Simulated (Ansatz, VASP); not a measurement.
# Two plane-wave programs on SiC

The input INCAR:

```
SYSTEM = SiC
ALGO = Normal ; EDIFF = 1E-6
ENCUT = 520 ; GGA = PE
ISIF = 2 ; ISMEAR = 0
LASPH = .TRUE. ; LCHARG = .FALSE.
LREAL = .FALSE. ; LWAVE = .FALSE.
NBANDS = 16 ; NELM = 80
PREC = Accurate ; SIGMA = 0.05
```

File KPOINTS:

```
k-points
0
G
  12 12 6
  0 0 0
```

Contents of POSCAR:

```
SiC
1.0
    3.0917664073      0.0000000000      0.0000000000
   -1.5458832036      2.6775482513      0.0000000000
    0.0000000000      0.0000000000      5.0740211774
Si C
2 2
Direct
    0.3333333333      0.6666666667      0.0045635313
    0.6666666667      0.3333333333      0.5045635313
    0.3694083443      0.6930754076      0.4198529380
    0.6666666667      0.3333333333      0.8804364687
```

Input for Ansatz:

```yaml
crystal:
  lattice:
    - [3.0917664073, 0.0, 0.0]
    - [-1.5458832036, 2.6775482513, 0.0]
    - [0.0, 0.0, 5.0740211774]
  atoms:
    - { symbol: Si, position: [0.3333333333, 0.6666666667, 0.0045635313] }
    - { symbol: Si, position: [0.6666666667, 0.3333333333, 0.5045635313] }
    - { symbol: C, position: [0.3694083443, 0.6930754076, 0.419852938] }
    - { symbol: C, position: [0.6666666667, 0.3333333333, 0.8804364687] }
basis:
  ecutwfc: 420
kpoints:
  mp_grid: { grid: [12, 12, 6] }
hamiltonian:
  xc: pbe
scf:
  occupations: { method: gaussian, width: 0.05 }
output:
  forces: true
  stress: true
  eigenvalues: true
```

Alike in both runs: task single point; functional PBE; k mesh 12 × 12 × 6; occupations gaussian, width 0.05 eV; no spin polarisation.

```csv
,VASP,Ansatz
version,VASP 6.6.1,Ansatz 0.2.0
potentials or method,"VASP PAW PBE potentials, release 64 (Si, C), cutoff 520 eV","scalar-relativistic, plane waves, PAW"
valence electrons in the cell,16,16
```

VASP gave:

```
gap on the k mesh at the Fermi level (eV)                     : 2.14
least direct gap on the mesh (eV)                             : 4.02
pressure (GPa)                                                : 3.2
traceless stress, the component that is largest in VASP (GPa) : 6.49
rms of the force components (eV/Å)                            : 1.519
```

Task: Which values does Ansatz return?

Result: gap on the k mesh at the Fermi level (eV): 2.15; least direct gap on the mesh (eV): 4.02; pressure (GPa): 3.2; traceless stress, the component that is largest in VASP (GPa): 6.52; rms of the force components (eV/Å): 1.518.

Atom by atom the forces differ by 0.002 eV/Å (rms over components). With one functional, cell and mesh, what is left measures potentials, basis and numerics.
